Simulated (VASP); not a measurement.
# Hf in VASP: notebook

Hf is run at these levels: PBE; tasks: single point.

Program: VASP 6.6.1. These are calculated values, not measurements. Logs are shortened: lines on timing, memory, paths and dates and some standing lists are left out, and cuts for length are marked.

## Step 1: The cell of the first run

It takes space group R-3m (No. 166, trigonal). Conventional cell: a = 3.187 Å, b = 3.187 Å, c = 7.460 Å, α = 90.00°, β = 90.00°, γ = 120.00°. Hf (site symmetry -3m) has 12 Hf at 3.09 to 3.19 Å within 4.1 Å.

## Step 2: Single point, PBE (equal xy, yz and zx shear strains of -3 %)

The input, INCAR:

```
SYSTEM = Hf
  PREC = Accurate
  ENCUT = 520
  EDIFF = 1E-6
  ISMEAR = -1
  SIGMA = 0.03
  LREAL = .False.
  LASPH = .True.
  NELM = 80
  ALGO = Normal
  ISIF = 2
  LWAVE = .False.
  LCHARG = .False.
  GGA = PE
  NBANDS = 11
```

The input, KPOINTS:

```
Automatic mesh
0
Gamma
  13 13 13
  0 0 0
```

The input, POSCAR:

```
Hf
1.0
   -0.0666000000      2.1867000000      2.1867000000
    2.1867000000     -0.0666000000      2.1867000000
    2.1867000000      2.1867000000     -0.0666000000
Hf
1
Direct
    0.0000000000      0.0000000000      0.0000000000
```

Potentials or basis: VASP PAW PBE potentials, release 64 (Hf_pv).

Run with:

```sh
> cat potpaw_PBE.64/Hf_pv/POTCAR > POTCAR
> mpirun -np 1 vasp_std > vasp.out
```

OUTCAR:

```text
SYSTEM = Hf
   PREC = Accurate
   ENCUT = 520
   EDIFF = 1E-6
   ISMEAR = -1
   LREAL = .False.
   LASPH = .True.
   NELM = 80
   ISIF = 2
   GGA = PE

 ion  position               nearest neighbor table
   1  0.000  0.000  0.000-

  LATTYP: Found a trigonal (rhomboedric) cell.
 ALAT       =     3.0931778707
 COS(alpha) =     0.4693254694

  Lattice vectors:

 A1 = (  -0.0666000000,   2.1867000000,   2.1867000000)
 A2 = (   2.1867000000,  -0.0666000000,   2.1867000000)
 A3 = (   2.1867000000,   2.1867000000,  -0.0666000000)

Analysis of symmetry for initial positions (statically):
=====================================================================
 Subroutine PRICEL returns:
 Original cell was already a primitive cell.

 Routine SETGRP: Setting up the symmetry group for a
 trigonal (rhombohedral) supercell.

 Subroutine GETGRP returns: Found 12 space group operations
 (whereof 12 operations were pure point group operations)
 out of a pool of 12 trial point group operations.

The static configuration has the point symmetry D_3d.

Analysis of symmetry for dynamics (positions and initial velocities):
=====================================================================
 Subroutine PRICEL returns:
 Original cell was already a primitive cell.

 Routine SETGRP: Setting up the symmetry group for a
 trigonal (rhombohedral) supercell.

 Subroutine GETGRP returns: Found 12 space group operations
 (whereof 12 operations were pure point group operations)
 out of a pool of 12 trial point group operations.

The dynamic configuration has the point symmetry D_3d.

 Subroutine INISYM returns: Found 12 space group operations
 (whereof 12 operations are pure point group operations),
 and found     1 'primitive' translations

----------------------------------------------------------------------------------------

                                     Primitive cell

  volume of cell :      21.8672

  direct lattice vectors                    reciprocal lattice vectors
    -0.066600000  2.186700000  2.186700000    -0.218465380  0.225328167  0.225328167
     2.186700000 -0.066600000  2.186700000     0.225328167 -0.218465380  0.225328167
     2.186700000  2.186700000 -0.066600000     0.225328167  0.225328167 -0.218465380

  length of vectors
     3.093177871  3.093177871  3.093177871     0.386358238  0.386358238  0.386358238

  position of ions in fractional coordinates (direct lattice)
     0.000000000  0.000000000  0.000000000

  ion indices of the primitive-cell ions
   primitive index   ion index
                 1           1

----------------------------------------------------------------------------------------

 KPOINTS: Automatic mesh

Automatic generation of k-mesh.
 Grid dimensions read from file:
 generate k-points for:   13   13   13

 Generating k-lattice:

  Cartesian coordinates                     Fractional coordinates (reciprocal lattice)
    -0.016805029  0.017332936  0.017332936     0.076923077  0.000000000  0.000000000
     0.017332936 -0.016805029  0.017332936     0.000000000  0.076923077  0.000000000
     0.017332936  0.017332936 -0.016805029     0.000000000  0.000000000  0.076923077

  Length of vectors
     0.029719864  0.029719864  0.029719864

  Shift w.r.t. Gamma in fractional coordinates (k-lattice)
     0.000000000  0.000000000  0.000000000

 Subroutine IBZKPT returns following result:
 ===========================================

 Found    231 irreducible k-points:

 Following reciprocal coordinates:
            Coordinates               Weight
  0.000000  0.000000  0.000000      1.000000
  0.076923  0.000000  0.000000      6.000000
  0.153846  0.000000 -0.000000      6.000000
  0.230769  0.000000  0.000000      6.000000
  0.307692  0.000000 -0.000000      6.000000
  0.384615  0.000000  0.000000      6.000000
[... 16 lines left out ...]
  0.384615  0.153846  0.000000     12.000000
  0.461538  0.153846  0.000000     12.000000
 [... further k-points ...]
   k-points           NKPTS =    231   k-points in BZ     NKDIM =    231   number of bands    NBANDS=     11
   number of dos      NEDOS =    301   number of ions     NIONS =      1
   total plane-waves  NPLWV =  13824
   dimension x,y,z NGX =    24 NGY =   24 NGZ =   24
   dimension x,y,z NGXF=    48 NGYF=   48 NGZF=   48
   ions per type =               1
   NGX,Y,Z   is equivalent  to a cutoff of  12.90, 12.90, 12.90 a.u.
   NGXF,Y,Z  is equivalent  to a cutoff of  25.80, 25.80, 25.80 a.u.
 SYSTEM =  Hf
   PREC   = accura    normal or accurate (medium, high low for compatibility)
   ISTART =      0    job   : 0-new  1-cont  2-samecut
   ICHARG =      2    charge: 1-file 2-atom 10-const
   ISPIN  =      1    spin polarized calculation?
   LNONCOLLINEAR =      F non collinear calculations
   LSORBIT =      F    spin-orbit coupling
   LASPH  =      T    aspherical Exc in radial PAW
   ENCUT  =  520.0 eV  38.22 Ry    6.18 a.u.   5.75  5.75  5.75*2*pi/ulx,y,z
   NELM   =     80;   NELMIN=  2; NELMDL= -5     # of ELM steps
   EDIFF  = 0.1E-05   stopping-criterion for ELM
   LREAL  =      F    real-space projection
   EDIFFG = 0.1E-04   stopping-criterion for IOM
   NSW    =      0    number of steps for IOM
   IBRION =     -1    ionic relax: 0-MD 1-quasi-New 2-CG
   NFREE  =      0    steps in history (QN), initial steepest desc. (CG)
   ISIF   =      2    stress and relaxation
   ISYM   =      2    0-nonsym 1-usesym 2-fastsym
   POTIM  = 0.5000    time-step for ionic-motion
   TEBEG  =    0.0;   TEEND  =   0.0 temperature during run
   PSTRESS=    0.0 pullay stress
   NELECT =      10.0000    total number of electrons
   NUPDOWN=      -1.0000    fix difference up-down
   EMIN   =  10.00;   EMAX   =-10.00  energy-range for DOS
   EFERMI =   0.00;   METHOD = LEGACY
   ISMEAR =    -1;   SIGMA  =   0.03  broadening in eV -4-tet -1-fermi 0-gaus
   EFERMI_NEDOS =   21; number of points for ismear=-14 and -15
   IALGO  =     38    algorithm
   IMIX   =      4    mixing-type and parameters
     AMIX     =   0.40;   BMIX     =  1.00
     AMIX_MAG =   1.60;   BMIX_MAG =  1.00
  volume/ion in A,a.u.               =      21.87       147.57
  Fermi-wavevector in a.u.,A,eV,Ry     =   1.261277  2.383469 21.644426  1.590820
  Thomas-Fermi vector in A             =   2.394745
   LORBIT       =      0    0 simple, 1 ext, 2 COOP (PROOUT), +10 PAW based schemes
   GGA     = PE    functional components
   LHFCALC =     F    Hartree Fock is set to
   AEXX    =    0.0000 exact exchange contribution
   IVDW    =     0    specifies the selected vdW correction
   LEPSILON=     F    determine dielectric tensor
   LRPA    =     F    only Hartree local field effects (RPA)
 non-spin polarized calculation
  energy-cutoff  :      520.00
  volume of cell :       21.87
 maximum number of plane-waves:       600
   NGX = 11   NGY = 11   NGZ = 11

 number of electron      10.0000000 magnetization

 number of electron       9.9999999 magnetization

 Free energy of the ion-electron system (eV)
  ---------------------------------------------------
  ext. energy  EPLUGINS =         0.00000000
  ---------------------------------------------------
  free energy    TOTEN  =        -9.83651480 eV

  energy without entropy =       -9.83230889  energy(sigma->0) =       -9.83441185

 E-fermi :   4.9049     XC(G=0): -11.3882

 val. band max:        4.8892186894   @ k =  -0.3077   0.3077   0.0769
 cond. band min:       4.9128642788   @ k =  -0.1538   0.4615   0.1538
 fundamental gap:      0.0236455894
 Fermi energy:         4.9049200122

 k-point     1 :       0.0000    0.0000    0.0000
  band No.  band energies     occupation
      1     -25.0481      2.00000
      2     -25.0481      2.00000
      3     -24.9869      2.00000
      4      -2.3859      2.00000
      5       6.0490      0.00000
      6       6.0490      0.00000
      7       6.8068      0.00000
      8       9.2205      0.00000
      9       9.2205      0.00000
     10      16.2824      0.00000
     11      18.0502      0.00000

 k-point     2 :       0.0769    0.0000    0.0000
  band No.  band energies     occupation
      1     -25.0960      2.00000
      2     -25.0532      2.00000
      3     -24.9985      2.00000
      4      -2.1788      2.00000
      5       5.8945      0.00000
      6       6.1274      0.00000
      7       6.8681      0.00000
      8       9.1138      0.00000
      9       9.1290      0.00000
     10      16.7380      0.00000
     11      18.0492      0.00000

 k-point     3 :       0.1538    0.0000   -0.0000
  band No.  band energies     occupation
      1     -25.2362      2.00000
      2     -25.0674      2.00000
      3     -25.0209      2.00000
      4      -1.5923      2.00000
      5       5.4750      0.00000
      6       6.2896      0.00000
      7       7.0545      0.00000
      8       8.9446      0.00000
      9       8.9989      0.00000
     10      17.5981      0.00000
     11      18.0461      0.00000

 k-point     4 :       0.2308    0.0000    0.0000
  band No.  band energies     occupation
      1     -25.4317      2.00000
      2     -25.0872      2.00000
      3     -25.0488      2.00000
      4      -0.7390      2.00000
      5       5.0278      0.03279
      6       6.3330      0.00000
      7       7.1162      0.00000
      8       9.0554      0.00000
      9       9.2094      0.00000
     10      16.6578      0.00000
     11      18.0517      0.00000
[... 239 lines left out ...]
 k-point    22 :       0.3077    0.1538   -0.0000
  band No.  band energies     occupation
      1     -25.5336      2.00000
      2     -25.1663      2.00000
      3     -25.1326      2.00000
      4       0.2209      2.00000
      5       4.3888      2.00000
      6       6.0487      0.00000
      7       7.5714      0.00000
      8       8.5391      0.00000
      9      10.3360      0.00000
     10      17.5407      0.00000
     11      18.0640      0.00000

 k-point    23 :       0.3846    0.1538    0.0000
  band No.  band energies     occupation
      1     -25.6929      2.00000
      2     -25.1987      2.00000
      3     -25.1543      2.00000
      4       1.0812      2.00000
      5       4.2592      2.00000
      6       5.5862      0.00000
      7       7.3863      0.00000
      8       9.6706      0.00000
      9      11.0478      0.00000
     10      16.1532      0.00000
     11      18.0542      0.00000

 k-point    24 :       0.4615    0.1538    0.0000
  band No.  band energies     occupation
      1     -25.8020      2.00000
      2     -25.2349      2.00000
      3     -25.1625      2.00000
      4       1.6659      2.00000
      5       4.3404      2.00000
      6       5.4713      0.00000
      7       7.1592      0.00000
      8      10.8536      0.00000
      9      11.5165      0.00000
     10      14.6849      0.00000
     11      17.9707      0.00000

 [... further k-points ...]
[... 5 lines left out ...]
  --------------------------------------------------------------------------------------
  -------------------------------------------------------------------------------------
  Total        0.4012781      0.4012781      0.4012781      0.3033372      0.3033372      0.3033372
  in kB       29.4010806     29.4010806     29.4010806     22.2250906     22.2250906     22.2250906
  external PRESSURE =      29.4010806 kB  Pullay stress =       0.0000000 kB

 VOLUME and BASIS-vectors are now :
 -----------------------------------------------------------------------------
  energy-cutoff  :      520.00
  volume of cell :       21.87
      direct lattice vectors                 reciprocal lattice vectors
    -0.066600000  2.186700000  2.186700000    -0.218465380  0.225328167  0.225328167
     2.186700000 -0.066600000  2.186700000     0.225328167 -0.218465380  0.225328167
     2.186700000  2.186700000 -0.066600000     0.225328167  0.225328167 -0.218465380

 POSITION                                       TOTAL-FORCE (eV/Angst)
 -----------------------------------------------------------------------------------
      0.00000      0.00000      0.00000         0.000000     -0.000000     -0.000000
 -----------------------------------------------------------------------------------
    total drift:                                0.000000      0.000000     -0.000000

  FREE ENERGIE OF THE ION-ELECTRON SYSTEM (eV)
  ---------------------------------------------------
  free  energy   TOTEN  =        -9.8365148022 eV

  energy  without entropy=       -9.8323088920  energy(sigma->0) =       -9.83441185
```

It took 21 s on 1 thread of Intel Xeon Platinum 8488C (Sapphire Rapids), shared host; peak memory 0.18 GiB.

What came out:

```
Free energy            : -9.8365 eV
Pressure               : 2.9 GPa
Band gap on the k mesh : zero (band 5 reaches 6.18 eV, above the bottom of band 6 at 4.32 eV)
```

Stress tensor (GPa, compression positive):
```
2.94 2.22 2.22
2.22 2.94 2.22
2.22 2.22 2.94
```

Caveat: the cell differs from its parent crystal (equal xy, yz and zx shear strains of -3 %); spin-orbit coupling is left out, which moves the levels of the heavy elements.

(Continued in part 2 of 2.)
